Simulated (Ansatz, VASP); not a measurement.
Ag: VASP beside Ansatz

Contents of INCAR:

```
SYSTEM = Ag
PREC = Accurate
ENCUT = 600
EDIFF = 1E-6
ISMEAR = -1
SIGMA = 0.1
LREAL = .False.
LASPH = .True.
NELM = 100
ALGO = Normal
ISIF = 3
LWAVE = .False.
LCHARG = .False.
GGA = RP
IBRION = 2
NSW = 80
EDIFFG = -0.01
```

File KPOINTS:

```
regular mesh
0
Gamma
  13 13 13
  0 0 0
```

The input POSCAR:

```
Ag
1.0
    0.0000000000      2.0431000000      2.0431000000
    2.0431000000      0.0000000000      2.0431000000
    2.0431000000      2.0431000000      0.0000000000
Ag
1
Direct
    0.0000000000      0.0000000000      0.0000000000
```

Input for Ansatz:

```yaml
crystal:
  lattice:
    - [0.0, 2.0431, 2.0431]
    - [2.0431, 0.0, 2.0431]
    - [2.0431, 2.0431, 0.0]
  atoms:
    - { symbol: Ag, position: [0.0, 0.0, 0.0] }
hamiltonian:
  xc: rpbe
  pseudopotentials:
    kind: paw
    azcp:
      Ag: "pseudopotentials/Ag.paw.azcp"
basis:
  ecutwfc: 420
  fft_grid_basis: typed
kpoints:
  mp_grid: { grid: [13, 13, 13], shift: [0, 0, 0] }
magnetization:
  spin_polarized: false
scf:
  occupations: { method: fermi_dirac, width: 0.1 }
relax:
  max_steps: 60
  f_tol: 0.01
  cell: {}
```

Alike in both runs: task relaxation of cell and atoms; functional RPBE; k mesh 13 × 13 × 13; occupations fermi-dirac, width 0.1 eV; no spin polarisation.

```csv
,VASP,Ansatz
version,VASP 6.6.1,Ansatz 0.2.0
potentials or method,"VASP PAW PBE potentials, release 64 (Ag), cutoff 600 eV","plane waves (420 eV) with PAW, scalar-relativistic"
valence electrons in the cell,11,19
```

Ansatz gave:

| Item | Value |
| --- | --- |
| relaxed volume (Å³/atom) | 18.69 |
| relaxed cell length with the largest relative difference (Å) | 2.979 |

Q: Which values does VASP return?

A: Relaxed volume (Å³/atom): 18.64; relaxed cell length with the largest relative difference (Å): 2.976.

VASP's potentials were made for PBE, not for RPBE. VASP's potentials hold 11 valence electrons a cell and Ansatz's 19, so a difference there can come from the potentials and not from the codes.
